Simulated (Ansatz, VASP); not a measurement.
# TiC: VASP beside Ansatz

Contents of INCAR:

```
SYSTEM = TiC
PREC = Accurate ; ENCUT = 520
EDIFF = 1E-6 ; ISMEAR = 0
SIGMA = 0.1 ; LREAL = .FALSE.
LASPH = .TRUE. ; NELM = 60
ALGO = Normal ; ISIF = 2
LWAVE = .FALSE. ; LCHARG = .FALSE.
GGA = PE ; NBANDS = 24
```

KPOINTS

```
Automatic mesh
0
G
  6 6 4
  0 0 0
```

The input POSCAR:

```
TiC
1.0
    3.9555860100      0.0000000000      0.0000000000
   -1.9777930000      3.4256379700      0.0000000000
    0.0000000000      0.0000000000      4.8532868900
Ti C
2 2
Direct
    0.3333333300      0.6666666700      0.0000000000
    0.6666666700      0.3333333300      0.0000000000
    0.3333333300      0.6666666700      0.5000000000
    0.6666666700      0.3333333300      0.5000000000
```

Input for Ansatz:

```yaml
crystal:
  lattice:
    - [3.95558601, 0.0, 0.0]
    - [-1.977793, 3.42563797, 0.0]
    - [0.0, 0.0, 4.85328689]
  atoms:
    - { symbol: Ti, position: [0.33333333, 0.66666667, 0.0] }
    - { symbol: Ti, position: [0.66666667, 0.33333333, 0.0] }
    - { symbol: C, position: [0.33333333, 0.66666667, 0.5] }
    - { symbol: C, position: [0.66666667, 0.33333333, 0.5] }
basis:
  ecutwfc: 420
kpoints:
  mp_grid: { grid: [6, 6, 4] }
hamiltonian:
  xc: pbe
scf:
  occupations: { method: gaussian, width: 0.1 }
  lower_state_search: "off"
output:
  forces: true
  stress: true
  eigenvalues: true
```

Alike in both runs: task single point; functional PBE; k mesh 6 × 6 × 4; occupations gaussian, width 0.1 eV; no spin polarisation.

```csv
,VASP,Ansatz
version,VASP 6.6.1,Ansatz 0.2.0
potentials or method,"VASP PAW PBE potentials, release 64 (Ti_sv, C), cutoff 520 eV","scalar-relativistic, plane waves, PAW"
valence electrons in the cell,32,32
```

Ansatz gave:

- gap on the k mesh at the Fermi level (eV): none
- pressure (GPa): -11.7
- traceless stress, the component that is largest in VASP (GPa): -31.30

**Question.** Which values does VASP return?

**Answer.** gap on the k mesh at the Fermi level (eV): none; pressure (GPa): -11.4; traceless stress, the component that is largest in VASP (GPa): -31.63.

A gap of «none» marks a metal or a gap that the smearing closes.
